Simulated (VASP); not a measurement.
# BaS (I4/mmm) in VASP: a series of runs

The runs below take BaS through single point, with PBE, r2SCAN.

All numbers are computed with VASP 6.6.1; they aren't measurements. Logs are shortened: lines on timing, memory, paths and dates and some standing lists are left out, and cuts for length are marked.

## 1. The cell of the first run

The structure is tetragonal, space group I4/mmm (No. 139). Conventional cell: a = 4.542 Å, b = 4.542 Å, c = 6.167 Å, α = 90.00°, β = 90.00°, γ = 90.00°. Within 4.1 Å of Ba (site symmetry 4/mmm) lie 6 S at 3.08 to 3.21 Å. S (site symmetry 4/mmm) has 6 Ba at 3.08 to 3.21 Å within 4.1 Å.

## 2. Single point, PBE (uniaxial x strain -4.0%)

The input, INCAR:

```
PREC = Accurate
ENCUT = 520
EDIFF = 1E-7
ISMEAR = -1
SIGMA = 0.02
LREAL = False
LASPH = True
NELM = 100
ALGO = Normal
ISIF = 2
LWAVE = False
LCHARG = True
GGA = PE
LELF = True
LVHAR = True
NBANDS = 15
```

The input, KPOINTS:

```
Automatic mesh
0
Gamma
  8 8 8
```

The input, POSCAR:

```
BaS
1.0
    0.0000000000      3.2117958731      3.2117958731
    3.0833240382      0.0000000000      3.2117958731
    3.0833240382      3.2117958731      0.0000000000
Ba S
1 1
Direct
    0.0000000000      0.0000000000      0.0000000000
    0.5000000000      0.5000000000      0.5000000000
```

Potentials or basis: VASP PAW PBE potentials, release 64 (Ba_sv, S).

Started as:

```bash
cat potpaw_PBE.64/Ba_sv/POTCAR potpaw_PBE.64/S/POTCAR > POTCAR
mpirun -np 1 vasp_std > vasp.out
```

OUTCAR:

```text
PREC = Accurate
   ENCUT = 520
   EDIFF = 1E-7
   ISMEAR = -1
   LREAL = False
   LASPH = True
   NELM = 100
   ISIF = 2
   GGA = PE

 ion  position               nearest neighbor table
   1  0.000  0.000  0.000-   2 3.08   2 3.08   2 3.21   2 3.21   2 3.21   2 3.21
   2  0.500  0.500  0.500-   1 3.08   1 3.08   1 3.21   1 3.21   1 3.21   1 3.21

  LATTYP: Found a body centered tetragonal cell.
 ALAT       =     4.5421652833
 C/A-ratio  =     1.3576450199

  Lattice vectors:

 A1 = (  -3.0833240382,   0.0000000000,  -3.2117958731)
 A2 = (  -3.0833240382,   0.0000000000,   3.2117958731)
 A3 = (   3.0833240382,   3.2117958731,   0.0000000000)

Analysis of symmetry for initial positions (statically):
=====================================================================
 Subroutine PRICEL returns:
 Original cell was already a primitive cell.

 Routine SETGRP: Setting up the symmetry group for a
 body centered tetragonal supercell.

 Subroutine GETGRP returns: Found 16 space group operations
 (whereof 16 operations were pure point group operations)
 out of a pool of 16 trial point group operations.

The static configuration has the point symmetry D_4h.

Analysis of symmetry for dynamics (positions and initial velocities):
=====================================================================
 Subroutine PRICEL returns:
 Original cell was already a primitive cell.

 Routine SETGRP: Setting up the symmetry group for a
 body centered tetragonal supercell.

 Subroutine GETGRP returns: Found 16 space group operations
 (whereof 16 operations were pure point group operations)
 out of a pool of 16 trial point group operations.

The dynamic configuration has the point symmetry D_4h.

 Subroutine INISYM returns: Found 16 space group operations
 (whereof 16 operations are pure point group operations),
 and found     1 'primitive' translations

----------------------------------------------------------------------------------------

                                     Primitive cell

  volume of cell :      63.6129

  direct lattice vectors                    reciprocal lattice vectors
     0.000000000  3.211795873  3.211795873    -0.162162651  0.155676145  0.155676145
     3.083324038  0.000000000  3.211795873     0.162162651 -0.155676145  0.155676145
     3.083324038  3.211795873  0.000000000     0.162162651  0.155676145 -0.155676145

  length of vectors
     4.542165283  4.452248854  4.452248854     0.273435275  0.273435275  0.273435275

  position of ions in fractional coordinates (direct lattice)
     0.000000000  0.000000000  0.000000000
     0.500000000  0.500000000  0.500000000

  ion indices of the primitive-cell ions
   primitive index   ion index
                 1           1
                 2           2

----------------------------------------------------------------------------------------

 KPOINTS: Automatic mesh

Automatic generation of k-mesh.
 Grid dimensions read from file:
 generate k-points for:    8    8    8

 Generating k-lattice:

  Cartesian coordinates                     Fractional coordinates (reciprocal lattice)
    -0.020270331  0.019459518  0.019459518     0.125000000  0.000000000  0.000000000
     0.020270331 -0.019459518  0.019459518     0.000000000  0.125000000 -0.000000000
     0.020270331  0.019459518 -0.019459518     0.000000000 -0.000000000  0.125000000

  Length of vectors
     0.034179409  0.034179409  0.034179409

  Shift w.r.t. Gamma in fractional coordinates (k-lattice)
     0.000000000  0.000000000  0.000000000

 Subroutine IBZKPT returns following result:
 ===========================================

 Found     59 irreducible k-points:

 Following reciprocal coordinates:
            Coordinates               Weight
  0.000000  0.000000  0.000000      1.000000
  0.125000  0.000000  0.000000      8.000000
  0.250000  0.000000  0.000000      8.000000
  0.375000  0.000000  0.000000      8.000000
  0.500000  0.000000  0.000000      4.000000
  0.125000  0.125000  0.000000      4.000000
[... 16 lines left out ...]
  0.250000  0.125000  0.125000      4.000000
  0.375000  0.125000  0.125000      8.000000
 [... further k-points ...]
   k-points           NKPTS =     59   k-points in BZ     NKDIM =     59   number of bands    NBANDS=     15
   number of dos      NEDOS =    301   number of ions     NIONS =      2
   total plane-waves  NPLWV =  46656
   dimension x,y,z NGX =    36 NGY =   36 NGZ =   36
   dimension x,y,z NGXF=    72 NGYF=   72 NGZF=   72
   ions per type =               1   1
   NGX,Y,Z   is equivalent  to a cutoff of  13.18, 13.44, 13.44 a.u.
   NGXF,Y,Z  is equivalent  to a cutoff of  26.35, 26.88, 26.88 a.u.
 SYSTEM =  unknown system
   PREC   = accura    normal or accurate (medium, high low for compatibility)
   ISTART =      0    job   : 0-new  1-cont  2-samecut
   ICHARG =      2    charge: 1-file 2-atom 10-const
   ISPIN  =      1    spin polarized calculation?
   LNONCOLLINEAR =      F non collinear calculations
   LSORBIT =      F    spin-orbit coupling
   LASPH  =      T    aspherical Exc in radial PAW
   ENCUT  =  520.0 eV  38.22 Ry    6.18 a.u.   8.45  8.28  8.28*2*pi/ulx,y,z
   NELM   =    100;   NELMIN=  2; NELMDL= -5     # of ELM steps
   EDIFF  = 0.1E-06   stopping-criterion for ELM
   LREAL  =      F    real-space projection
   EDIFFG = 0.1E-05   stopping-criterion for IOM
   NSW    =      0    number of steps for IOM
   IBRION =     -1    ionic relax: 0-MD 1-quasi-New 2-CG
   NFREE  =      0    steps in history (QN), initial steepest desc. (CG)
   ISIF   =      2    stress and relaxation
   ISYM   =      2    0-nonsym 1-usesym 2-fastsym
   POTIM  = 0.5000    time-step for ionic-motion
   TEBEG  =    0.0;   TEEND  =   0.0 temperature during run
   PSTRESS=    0.0 pullay stress
   NELECT =      16.0000    total number of electrons
   NUPDOWN=      -1.0000    fix difference up-down
   EMIN   =  10.00;   EMAX   =-10.00  energy-range for DOS
   EFERMI =   0.00;   METHOD = LEGACY
   ISMEAR =    -1;   SIGMA  =   0.02  broadening in eV -4-tet -1-fermi 0-gaus
   EFERMI_NEDOS =   21; number of points for ismear=-14 and -15
   IALGO  =     38    algorithm
   IMIX   =      4    mixing-type and parameters
     AMIX     =   0.40;   BMIX     =  1.00
     AMIX_MAG =   1.60;   BMIX_MAG =  1.00
  volume/ion in A,a.u.               =      31.81       214.64
  Fermi-wavevector in a.u.,A,eV,Ry     =   1.033395  1.952834 14.529741  1.067906
  Thomas-Fermi vector in A             =   2.167640
   LORBIT       =      0    0 simple, 1 ext, 2 COOP (PROOUT), +10 PAW based schemes
   GGA     = PE    functional components
   LHFCALC =     F    Hartree Fock is set to
   AEXX    =    0.0000 exact exchange contribution
   IVDW    =     0    specifies the selected vdW correction
   LEPSILON=     F    determine dielectric tensor
   LRPA    =     F    only Hartree local field effects (RPA)
 non-spin polarized calculation
  energy-cutoff  :      520.00
  volume of cell :       63.61
 maximum number of plane-waves:      1729
 NGX is ok and might be reduce to    36
   NGX = 17   NGY = 17   NGZ = 17

 number of electron      15.9999999 magnetization

 Free energy of the ion-electron system (eV)
  ---------------------------------------------------
  ext. energy  EPLUGINS =         0.00000000
  ---------------------------------------------------
  free energy    TOTEN  =       -10.14221157 eV

  energy without entropy =      -10.14221157  energy(sigma->0) =      -10.14221157

 E-fermi :   2.0514     XC(G=0):  -8.7228

 val. band max:        1.6923208678   @ k =   0.0000   0.0000   0.0000
 cond. band min:       3.6246046792   @ k =   0.0000   0.5000   0.5000
 fundamental gap:      1.9322838115
 Fermi energy:         2.0514374052

 k-point     1 :       0.0000    0.0000    0.0000
  band No.  band energies     occupation
      1     -24.4143      2.00000
      2      -9.4793      2.00000
      3      -9.4655      2.00000
      4      -9.4655      2.00000
      5      -8.8208      2.00000
      6       1.5311      2.00000
      7       1.5311      2.00000
      8       1.6923      2.00000
      9       5.2173      0.00000
     10       5.3581      0.00000
     11       5.3581      0.00000
     12       5.6510      0.00000
     13       6.2783      0.00000
     14       6.6238      0.00000
     15      10.3653      0.00000

 k-point     2 :       0.1250    0.0000    0.0000
  band No.  band energies     occupation
      1     -24.4069      2.00000
      2      -9.8297      2.00000
      3      -9.4764      2.00000
      4      -9.4748      2.00000
      5      -8.4474      2.00000
      6       1.1524      2.00000
      7       1.3211      2.00000
      8       1.4154      2.00000
      9       5.4304      0.00000
     10       5.6133      0.00000
     11       5.7725      0.00000
     12       5.8512      0.00000
     13       6.7303      0.00000
     14       7.1342      0.00000
     15      11.0071      0.00000

 k-point     3 :       0.2500    0.0000    0.0000
  band No.  band energies     occupation
      1     -24.3890      2.00000
      2     -10.2968      2.00000
      3      -9.4971      2.00000
      4      -9.4841      2.00000
      5      -7.9412      2.00000
      6       0.4046      2.00000
      7       0.9073      2.00000
      8       0.9386      2.00000
      9       5.7042      0.00000
     10       6.3219      0.00000
     11       6.4171      0.00000
     12       7.0048      0.00000
     13       7.8673      0.00000
     14       8.3751      0.00000
     15      12.2888      0.00000

 k-point     4 :       0.3750    0.0000    0.0000
  band No.  band energies     occupation
      1     -24.3709      2.00000
      2     -10.6193      2.00000
      3      -9.5190      2.00000
      4      -9.4916      2.00000
      5      -7.5749      2.00000
      6      -0.1901      2.00000
      7       0.5645      2.00000
      8       0.5740      2.00000
      9       6.3417      0.00000
     10       7.3279      0.00000
     11       7.3434      0.00000
     12       7.8135      0.00000
     13       9.2775      0.00000
     14       9.8008      0.00000
     15      11.8115      0.00000
[... 307 lines left out ...]
 k-point    22 :       0.0000    0.1250    0.1250
  band No.  band energies     occupation
      1     -24.4036      2.00000
      2      -9.9242      2.00000
      3      -9.5003      2.00000
      4      -9.5003      2.00000
      5      -8.2944      2.00000
      6       0.8433      2.00000
      7       1.4301      2.00000
      8       1.4301      2.00000
      9       5.1875      0.00000
     10       5.5379      0.00000
     11       5.9820      0.00000
     12       5.9820      0.00000
     13       6.4365      0.00000
     14       8.0908      0.00000
     15      11.2709      0.00000

 k-point    23 :       0.2500    0.1250    0.1250
  band No.  band energies     occupation
      1     -24.3968      2.00000
      2     -10.0290      2.00000
      3      -9.5476      2.00000
      4      -9.4728      2.00000
      5      -8.2204      2.00000
      6       0.6251      2.00000
      7       0.9794      2.00000
      8       1.5356      2.00000
      9       5.3695      0.00000
     10       5.7406      0.00000
     11       6.4259      0.00000
     12       6.6695      0.00000
     13       7.2525      0.00000
     14       7.7333      0.00000
     15      11.8561      0.00000

 k-point    24 :       0.3750    0.1250    0.1250
  band No.  band energies     occupation
      1     -24.3790      2.00000
      2     -10.3476      2.00000
      3      -9.5854      2.00000
      4      -9.4956      2.00000
      5      -7.8943      2.00000
      6       0.1229      2.00000
      7       0.6592      2.00000
      8       1.2126      2.00000
      9       5.6683      0.00000
     10       6.3499      0.00000
     11       7.3293      0.00000
     12       7.5281      0.00000
     13       8.2454      0.00000
     14       9.1042      0.00000
     15      11.6800      0.00000

 [... further k-points ...]

------------------------ aborting loop because EDIFF is reached ----------------------------------------

  FORCE on cell =-STRESS in cart. coord.  units (eV):
  Direction    XX          YY          ZZ          XY          YZ          ZX
  --------------------------------------------------------------------------------------
  -------------------------------------------------------------------------------------
  Total        2.2875054      0.5542235      0.5542235     -0.0000000      0.0000000     -0.0000000
  in kB       57.6139525     13.9588783     13.9588783     -0.0000000      0.0000000     -0.0000000
  external PRESSURE =      28.5105697 kB  Pullay stress =       0.0000000 kB

 VOLUME and BASIS-vectors are now :
 -----------------------------------------------------------------------------
  energy-cutoff  :      520.00
  volume of cell :       63.61
      direct lattice vectors                 reciprocal lattice vectors
     0.000000000  3.211795873  3.211795873    -0.162162651  0.155676145  0.155676145
     3.083324038  0.000000000  3.211795873     0.162162651 -0.155676145  0.155676145
     3.083324038  3.211795873  0.000000000     0.162162651  0.155676145 -0.155676145

 POSITION                                       TOTAL-FORCE (eV/Angst)
 -----------------------------------------------------------------------------------
      0.00000      0.00000      0.00000         0.000000     -0.000000      0.000000
      3.08332      3.21180      3.21180         0.000000      0.000000     -0.000000
 -----------------------------------------------------------------------------------
    total drift:                                0.000000      0.000000      0.000000

  FREE ENERGIE OF THE ION-ELECTRON SYSTEM (eV)
  ---------------------------------------------------
  free  energy   TOTEN  =       -10.1422115733 eV

  energy  without entropy=      -10.1422115733  energy(sigma->0) =      -10.14221157
```

Wall time 88 s (1 thread of Intel Xeon 8259CL, shared host); peak memory 0.23 GiB.

What came out:

```
Free energy            : -10.1422 eV
Pressure               : 2.9 GPa
Band gap on the k mesh : 1.93 eV (least direct gap 2.07 eV)
```

Stress tensor (GPa, compression positive):
```
5.76 0.00 0.00
0.00 1.40 0.00
0.00 0.00 1.40
```

Caveat: the cell differs from its parent crystal (uniaxial x strain -4.0%); spin-orbit coupling is left out, which moves the levels of the heavy elements. A k mesh can miss the band edges.

## 3. Single point, r2SCAN (uniaxial x strain -4.0%)

POSCAR is that of step 2.

The input, INCAR.step1:

```
SYSTEM = BaS
ALGO = Normal ; EDIFF = 1E-4
ENCUT = 520 ; GGA = PE
ISMEAR = 0 ; LASPH = .TRUE.
LCHARG = .FALSE. ; LREAL = .FALSE.
LWAVE = .TRUE. ; NBANDS = 15
NELM = 60 ; PREC = Accurate
SIGMA = 0.01
```

The input, INCAR.step2:

```
SYSTEM = BaS
ALGO = Normal ; EDIFF = 1E-6
ENCUT = 520 ; ISIF = 2
ISMEAR = 0 ; ISTART = 1
LASPH = .TRUE. ; LCHARG = .FALSE.
LMIXTAU = .TRUE. ; LREAL = .FALSE.
LWAVE = .FALSE. ; METAGGA = R2SCAN
NBANDS = 15 ; NELM = 60
PREC = Accurate ; SIGMA = 0.01
```

The input, KPOINTS:

```
k-points
0
G
  8 8 8
  0 0 0
```

Potentials or basis: VASP PAW PBE potentials, release 64 (Ba_sv, S).

Started as:

```bash
cat potpaw_PBE.64/Ba_sv/POTCAR potpaw_PBE.64/S/POTCAR > POTCAR
cp INCAR.step1 INCAR
mpirun -np 1 vasp_std > vasp.out
cp INCAR.step2 INCAR
mpirun -np 1 vasp_std > vasp.out
```

It took 4.9 min on 1 thread of Intel Xeon 8259CL, shared host; peak memory 0.25 GiB.

Results (log left out):

```yaml
Free_energy: -39.1537 eV
Pressure: 2.9 GPa
Band_gap_on_the_k_mesh: 2.28 eV (least direct gap 2.42 eV)
```

Stress tensor (GPa, compression positive):
```
6.08 0.00 0.00
0.00 1.33 0.00
0.00 0.00 1.33
```

Levels at points of the mesh, in eV from the valence-band top:
```csv
k point,band 6,band 7,band 8,band 9,band 10,band 11
"(0.00, 0.00, 0.00)",-0.17,-0.17,0.00,4.10,4.10,4.13
"(0.50, 0.00, 0.00)",-2.09,-1.27,-1.24,6.00,6.09,6.80
"(0.50, 0.50, 0.00)",-0.69,-0.30,-0.10,2.32,6.29,6.91
"(0.00, 0.50, 0.50)",-0.43,-0.30,-0.30,2.28,6.54,6.78
```

Caveat: the cell differs from its parent crystal (uniaxial x strain -4.0%); the PAW data sets were made with another functional, which shifts forces and pressure a little; spin-orbit coupling is left out, which moves the levels of the heavy elements. A k mesh can miss the band edges.
